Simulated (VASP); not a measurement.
# Cd (Cmcm) in VASP: notebook

Runs on Cd. Level: PBEsol. Tasks: single point.

All numbers are computed with VASP 6.6.1; they aren't measurements. Logs are shortened: lines on timing, memory, paths and dates and some standing lists are left out, and cuts for length are marked.

### 1 The cell of the first run

The structure is orthorhombic, space group Cmcm (No. 63). The conventional cell has a = 2.979 Å, b = 5.108 Å, c = 5.618 Å, α = 90.00°, β = 90.00°, γ = 90.00°. Cd (site symmetry m2m) has 12 Cd at 2.96 to 3.29 Å within 3.9 Å.

### 2 Single point, PBEsol (strain -0.0100 x Voigt [0, 1, 0, 0, 0, 0])

The input, INCAR:

```
PREC = Accurate
ENCUT = 520
EDIFF = 1E-6
ISMEAR = 0
SIGMA = 0.15
LREAL = F
LASPH = T
NELM = 100
ALGO = Fast
ISIF = 2
LWAVE = F
LCHARG = F
GGA = PS
NBANDS = 19
```

The input, KPOINTS:

```
Automatic mesh
0
Gamma
  18 18 8
```

The input, POSCAR:

```
Cd
1.0
    2.9788725081      0.0000000000      0.0000000000
   -1.4894362540      2.5539814740      0.0000000000
    0.0000000000      0.0000000000      5.6176500000
Cd
2
Direct
    0.3333333333      0.6666666667      0.2500000000
    0.6666666667      0.3333333333      0.7500000000
```

Potentials or basis: VASP PAW PBE potentials, release 64 (Cd).

On the command line:

```sh
cat potpaw_PBE.64/Cd/POTCAR > POTCAR
mpirun -np 1 vasp_std > vasp.out
```

OUTCAR:

```text
PREC = Accurate
   ENCUT = 520
   EDIFF = 1E-6
   ISMEAR = 0
   LREAL = F
   LASPH = T
   NELM = 100
   ISIF = 2
   GGA = PS

 ion  position               nearest neighbor table
   1  0.333  0.667  0.250-   2 3.28   2 3.28   2 3.29   2 3.29   2 3.29   2 3.29
   2  0.667  0.333  0.750-   1 3.28   1 3.28   1 3.29   1 3.29   1 3.29   1 3.29

  Warning from LATTYP: Monoclinic adjustment (A1->A3, A2->A1, A3->A2)!
  LATTYP: Found a base centered orthorhombic cell.
 ALAT       =     2.9788725081
 B/A-ratio  =     1.7147302995
 C/A-ratio  =     1.8858309594

  Lattice vectors:

 A1 = (   1.4894362540,  -2.5539814740,   0.0000000000)
 A2 = (   1.4894362541,   2.5539814740,   0.0000000000)
 A3 = (   0.0000000000,   0.0000000000,   5.6176500000)

Analysis of symmetry for initial positions (statically):
=====================================================================
 Subroutine PRICEL returns:
 Original cell was already a primitive cell.

 Routine SETGRP: Setting up the symmetry group for a
 base centered orthorhombic supercell.

 Subroutine GETGRP returns: Found  8 space group operations
 (whereof  4 operations were pure point group operations)
 out of a pool of  8 trial point group operations.

The static configuration has the point symmetry C_2h.
 The point group associated with its full space group is D_2h.

Analysis of symmetry for dynamics (positions and initial velocities):
=====================================================================
 Subroutine PRICEL returns:
 Original cell was already a primitive cell.

 Routine SETGRP: Setting up the symmetry group for a
 base centered orthorhombic supercell.

 Subroutine GETGRP returns: Found  8 space group operations
 (whereof  4 operations were pure point group operations)
 out of a pool of  8 trial point group operations.

The dynamic configuration has the point symmetry C_2h.
 The point group associated with its full space group is D_2h.

 Subroutine INISYM returns: Found  8 space group operations
 (whereof  4 operations are pure point group operations),
 and found     1 'primitive' translations

----------------------------------------------------------------------------------------

                                     Primitive cell

  volume of cell :      42.7390

  direct lattice vectors                    reciprocal lattice vectors
     2.978872508  0.000000000  0.000000000     0.335697482  0.195772759  0.000000000
    -1.489436254  2.553981474  0.000000000     0.000000000  0.391545518  0.000000000
     0.000000000  0.000000000  5.617650000     0.000000000  0.000000000  0.178010378

  length of vectors
     2.978872508  2.956559102  5.617650000     0.388612625  0.391545518  0.178010378

  position of ions in fractional coordinates (direct lattice)
     0.333333333  0.666666667  0.250000000
     0.666666667  0.333333333  0.750000000

  ion indices of the primitive-cell ions
   primitive index   ion index
                 1           1
                 2           2

----------------------------------------------------------------------------------------

 KPOINTS: Automatic mesh

Automatic generation of k-mesh.
 Grid dimensions read from file:
 generate k-points for:   18   18    8

 Generating k-lattice:

  Cartesian coordinates                     Fractional coordinates (reciprocal lattice)
     0.018649860  0.010876264  0.000000000     0.055555556  0.000000000  0.000000000
     0.000000000  0.021752529  0.000000000     0.000000000  0.055555556  0.000000000
     0.000000000  0.000000000  0.022251297     0.000000000  0.000000000  0.125000000

  Length of vectors
     0.021589590  0.021752529  0.022251297

  Shift w.r.t. Gamma in fractional coordinates (k-lattice)
     0.000000000  0.000000000  0.000000000

 Subroutine IBZKPT returns following result:
 ===========================================

 Found    455 irreducible k-points:

 Following reciprocal coordinates:
            Coordinates               Weight
  0.000000  0.000000  0.000000      1.000000
  0.055556  0.000000  0.000000      4.000000
  0.111111  0.000000  0.000000      4.000000
  0.166667 -0.000000  0.000000      4.000000
  0.222222 -0.000000  0.000000      4.000000
  0.277778 -0.000000  0.000000      4.000000
[... 16 lines left out ...]
 -0.333333  0.055556  0.000000      4.000000
 -0.277778  0.055556  0.000000      4.000000
 [... further k-points ...]
   k-points           NKPTS =    455   k-points in BZ     NKDIM =    455   number of bands    NBANDS=     19
   number of dos      NEDOS =    301   number of ions     NIONS =      2
   total plane-waves  NPLWV =  24192
   dimension x,y,z NGX =    24 NGY =   24 NGZ =   42
   dimension x,y,z NGXF=    48 NGYF=   48 NGZF=   84
   ions per type =               2
   NGX,Y,Z   is equivalent  to a cutoff of  13.39, 13.50, 12.43 a.u.
   NGXF,Y,Z  is equivalent  to a cutoff of  26.79, 26.99, 24.86 a.u.
 SYSTEM =  unknown system
   PREC   = accura    normal or accurate (medium, high low for compatibility)
   ISTART =      0    job   : 0-new  1-cont  2-samecut
   ICHARG =      2    charge: 1-file 2-atom 10-const
   ISPIN  =      1    spin polarized calculation?
   LNONCOLLINEAR =      F non collinear calculations
   LSORBIT =      F    spin-orbit coupling
   LASPH  =      T    aspherical Exc in radial PAW
   ENCUT  =  520.0 eV  38.22 Ry    6.18 a.u.   5.54  5.50 10.45*2*pi/ulx,y,z
   NELM   =    100;   NELMIN=  2; NELMDL= -5     # of ELM steps
   EDIFF  = 0.1E-05   stopping-criterion for ELM
   LREAL  =      F    real-space projection
   EDIFFG = 0.1E-04   stopping-criterion for IOM
   NSW    =      0    number of steps for IOM
   IBRION =     -1    ionic relax: 0-MD 1-quasi-New 2-CG
   NFREE  =      0    steps in history (QN), initial steepest desc. (CG)
   ISIF   =      2    stress and relaxation
   ISYM   =      2    0-nonsym 1-usesym 2-fastsym
   POTIM  = 0.5000    time-step for ionic-motion
   TEBEG  =    0.0;   TEEND  =   0.0 temperature during run
   PSTRESS=    0.0 pullay stress
   NELECT =      24.0000    total number of electrons
   NUPDOWN=      -1.0000    fix difference up-down
   EMIN   =  10.00;   EMAX   =-10.00  energy-range for DOS
   EFERMI =   0.00;   METHOD = LEGACY
   ISMEAR =     0;   SIGMA  =   0.15  broadening in eV -4-tet -1-fermi 0-gaus
   EFERMI_NEDOS =   21; number of points for ismear=-14 and -15
   IALGO  =     68    algorithm
   IMIX   =      4    mixing-type and parameters
     AMIX     =   0.40;   BMIX     =  1.00
     AMIX_MAG =   1.60;   BMIX_MAG =  1.00
  volume/ion in A,a.u.               =      21.37       144.21
  Fermi-wavevector in a.u.,A,eV,Ry     =   1.350632  2.552325 24.819851  1.824208
  Thomas-Fermi vector in A             =   2.478121
   LORBIT       =      0    0 simple, 1 ext, 2 COOP (PROOUT), +10 PAW based schemes
   GGA     = PS    functional components
   LHFCALC =     F    Hartree Fock is set to
   AEXX    =    0.0000 exact exchange contribution
   IVDW    =     0    specifies the selected vdW correction
   LEPSILON=     F    determine dielectric tensor
   LRPA    =     F    only Hartree local field effects (RPA)
 non-spin polarized calculation
 RMM-DIIS sequential band-by-band and
 Gauss-broadening in eV      SIGMA  =   0.15
  energy-cutoff  :      520.00
  volume of cell :       42.74
 maximum number of plane-waves:      1180
 NGX is ok and might be reduce to    24
   NGX = 11   NGY = 11   NGZ = 21

 number of electron      23.9999997 magnetization

 Free energy of the ion-electron system (eV)
  ---------------------------------------------------
  ext. energy  EPLUGINS =         0.00000000
  ---------------------------------------------------
  free energy    TOTEN  =        -2.40182153 eV

  energy without entropy =       -2.39598347  energy(sigma->0) =       -2.39890250

 E-fermi :   2.9427     XC(G=0): -11.2628

 val. band max:        2.9387418159   @ k =   0.3333   0.2778   0.5000
 cond. band min:       2.9485040905   @ k =   0.2778   0.3333   0.5000
 fundamental gap:      0.0097622746
 Fermi energy:         2.9426710863

 k-point     1 :       0.0000    0.0000    0.0000
  band No.  band energies     occupation
      1      -7.0320      2.00000
      2      -6.7667      2.00000
      3      -6.3922      2.00000
      4      -6.3394      2.00000
      5      -6.3333      2.00000
      6      -6.2828      2.00000
[... 11 lines left out ...]
     18      18.0616      0.00000
     19      18.6616      0.00000

 k-point     2 :       0.0556    0.0000    0.0000
  band No.  band energies     occupation
      1      -6.9980      2.00000
      2      -6.7310      2.00000
      3      -6.3977      2.00000
      4      -6.3443      2.00000
      5      -6.3110      2.00000
      6      -6.2614      2.00000
[... 11 lines left out ...]
     18      17.7050      0.00000
     19      19.0269      0.00000

 k-point     3 :       0.1111    0.0000    0.0000
  band No.  band energies     occupation
      1      -6.9115      2.00000
      2      -6.6552      2.00000
      3      -6.4250      2.00000
      4      -6.3594      2.00000
      5      -6.2308      2.00000
      6      -6.1843      2.00000
[... 11 lines left out ...]
     18      17.5998      0.00000
     19      18.8121      0.00000

 k-point     4 :       0.1667   -0.0000    0.0000
  band No.  band energies     occupation
      1      -6.8363      2.00000
      2      -6.5942      2.00000
      3      -6.4729      2.00000
      4      -6.3157      2.00000
      5      -6.0993      2.00000
      6      -6.0575      2.00000
[... 11 lines left out ...]
     18      16.8734      0.00000
     19      16.9396      0.00000

 k-point     5 :       0.2222   -0.0000    0.0000
  band No.  band energies     occupation
      1      -6.8560      2.00000
      2      -6.6279      2.00000
      3      -6.4130      2.00000
      4      -6.2306      2.00000
      5      -6.1966      2.00000
      6      -5.9642      2.00000
[... 11 lines left out ...]
     18      15.6669      0.00000
     19      16.4776      0.00000
[... 334 lines left out ...]
      2      -6.8998      2.00000
      3      -6.7278      2.00000
      4      -6.2644      2.00000
      5      -6.0851      2.00000
      6      -6.0519      2.00000
[... 11 lines left out ...]
     18      15.5031      0.00000
     19      16.1532      0.00000

 k-point    22 :      -0.3889    0.0556    0.0000
  band No.  band energies     occupation
      1      -7.0357      2.00000
      2      -6.8332      2.00000
      3      -6.6312      2.00000
      4      -6.2107      2.00000
      5      -6.1289      2.00000
      6      -6.0500      2.00000
[... 11 lines left out ...]
     18      15.9357      0.00000
     19      16.4359      0.00000

 k-point    23 :      -0.3333    0.0556    0.0000
  band No.  band energies     occupation
      1      -6.9491      2.00000
      2      -6.7432      2.00000
      3      -6.4931      2.00000
      4      -6.2385      2.00000
      5      -6.1403      2.00000
      6      -5.9983      2.00000
[... 11 lines left out ...]
     18      16.5381      0.00000
     19      16.6000      0.00000

 k-point    24 :      -0.2778    0.0556    0.0000
  band No.  band energies     occupation
      1      -6.8586      2.00000
      2      -6.6417      2.00000
      3      -6.3759      2.00000
      4      -6.3230      2.00000
      5      -6.1562      2.00000
      6      -6.0623      2.00000
[... 11 lines left out ...]
     18      15.7901      0.00000
     19      17.2577      0.00000

 [... further k-points ...]
[... 5 lines left out ...]
  --------------------------------------------------------------------------------------
  -------------------------------------------------------------------------------------
  Total       -0.2407836     -0.0471084     -0.1275214     -0.0000000     -0.0000000      0.0000000
  in kB       -9.0263710     -1.7659742     -4.7804553     -0.0000000     -0.0000000      0.0000000
  external PRESSURE =      -5.1909335 kB  Pullay stress =       0.0000000 kB

 VOLUME and BASIS-vectors are now :
 -----------------------------------------------------------------------------
  energy-cutoff  :      520.00
  volume of cell :       42.74
      direct lattice vectors                 reciprocal lattice vectors
     2.978872508  0.000000000  0.000000000     0.335697482  0.195772759  0.000000000
    -1.489436254  2.553981474  0.000000000     0.000000000  0.391545518  0.000000000
     0.000000000  0.000000000  5.617650000     0.000000000  0.000000000  0.178010378

 POSITION                                       TOTAL-FORCE (eV/Angst)
 -----------------------------------------------------------------------------------
     -0.00000      1.70265      1.40441         0.000000      0.004683      0.000000
      1.48944      0.85133      4.21324        -0.000000     -0.004683      0.000000
 -----------------------------------------------------------------------------------
    total drift:                               -0.000000      0.000000     -0.000000

  FREE ENERGIE OF THE ION-ELECTRON SYSTEM (eV)
  ---------------------------------------------------
  free  energy   TOTEN  =        -2.4018215335 eV

  energy  without entropy=       -2.3959834743  energy(sigma->0) =       -2.39890250
```

Run time: 1.9 min. Hardware: 1 thread of AMD EPYC 9R45 (Zen 5), shared host; peak memory 0.36 GiB.

What came out:

```
Free energy            : -2.4018 eV
Pressure               : -0.5 GPa
Largest force          : 0.005 eV/Å
Band gap on the k mesh : zero (bands 12 and 13 overlap by 4.69 eV)
```

Forces on the atoms (eV/Å):
```
Cd   0.000  0.005  0.000
Cd   0.000 -0.005  0.000
```

Levels at points of the mesh, in eV from the Fermi level:
```csv
k point,band 8,band 9,band 10,band 11,band 12,band 13,band 14,band 15,band 16,band 17
"(0.00, 0.00, 0.00)",-8.76,-8.75,-8.50,-8.49,-3.21,-3.16,10.39,14.42,14.77,14.85
"(0.50, 0.00, 0.00)",-8.53,-8.23,-8.21,-2.48,-1.95,1.85,2.90,3.07,5.15,8.47
"(0.00, 0.50, 0.00)",-8.55,-8.22,-8.19,-2.41,-1.85,1.94,3.01,3.20,5.24,8.20
"(0.00, 0.00, 0.50)",-8.62,-8.60,-8.60,-7.53,-7.53,3.57,3.57,14.77,14.77,15.79
"(0.50, 0.00, 0.50)",-8.51,-8.22,-8.22,-1.69,-1.69,-0.01,-0.01,7.96,7.96,10.11
"(0.00, 0.50, 0.50)",-8.51,-8.21,-8.21,-1.62,-1.62,0.12,0.12,8.05,8.05,9.83
```

Caveat: the cell differs from its parent crystal (strain -0.0100 x Voigt [0, 1, 0, 0, 0, 0]); the PAW data sets were made with another functional, which shifts forces and pressure a little.

### 3 Single point, PBEsol (strain -0.0050 x Voigt [0, 1, 0, 0, 0, 0])

The input, INCAR:

```
  PREC = Accurate
  ENCUT = 520
  EDIFF = 1E-6
  ISMEAR = 0
  SIGMA = 0.15
  LREAL = F
  LASPH = T
  NELM = 80
  ALGO = Fast
  ISIF = 2
  LWAVE = F
  LCHARG = F
  GGA = PS
  NBANDS = 19
```

KPOINTS is that of step 2.

The input, POSCAR:

```
Cd
1.0
    2.9788725081      0.0000000000      0.0000000000
   -1.4894362540      2.5668803703      0.0000000000
    0.0000000000      0.0000000000      5.6176500000
Cd
2
Direct
    0.3333333333      0.6666666667      0.2500000000
    0.6666666667      0.3333333333      0.7500000000
```

Potentials or basis: VASP PAW PBE potentials, release 64 (Cd).

On the command line:

```sh
cat potpaw_PBE.64/Cd/POTCAR > POTCAR
mpirun -np 1 vasp_std > vasp.out
```

It took 1.9 min on 1 thread of AMD EPYC 9R45 (Zen 5), shared host; peak memory 0.36 GiB.

It converged, with:

```yaml
Free_energy: -2.4011 eV
Pressure: -0.8 GPa
Band_gap_on_the_k_mesh: zero (bands 12 and 13 overlap by 4.62 eV)
```

Forces on the atoms (eV/Å):
```
Cd   0.000  0.003  0.000
Cd   0.000 -0.003  0.000
```

Stress tensor (GPa, compression positive):
```
-1.10  0.00  0.00
 0.00 -0.78  0.00
 0.00  0.00 -0.67
```

Levels at points of the mesh, in eV from the Fermi level:
```
           k point  band 8  band 9  band 10  band 11  band 12  band 13  band 14  band 15  band 16  band 17
(0.00, 0.00, 0.00)   -8.76   -8.75    -8.50    -8.50    -3.19    -3.15    10.42    14.40    14.77    14.80
(0.50, 0.00, 0.00)   -8.53   -8.23    -8.21    -2.47    -1.95     1.86     2.91     3.07     5.15     8.37
(0.00, 0.50, 0.00)   -8.54   -8.23    -8.20    -2.43    -1.90     1.90     2.96     3.13     5.20     8.23
(0.00, 0.00, 0.50)   -8.61   -8.61    -8.61    -7.51    -7.51     3.59     3.59    14.73    14.73    15.74
(0.50, 0.00, 0.50)   -8.51   -8.22    -8.22    -1.67    -1.67    -0.02    -0.02     7.97     7.97    10.00
(0.00, 0.50, 0.50)   -8.51   -8.21    -8.21    -1.64    -1.64     0.05     0.05     8.01     8.01     9.86
```

Caveat: the cell differs from its parent crystal (strain -0.0050 x Voigt [0, 1, 0, 0, 0, 0]); the PAW data sets were made with another functional, which shifts forces and pressure a little.

(Part 1 of 2 ends here.)
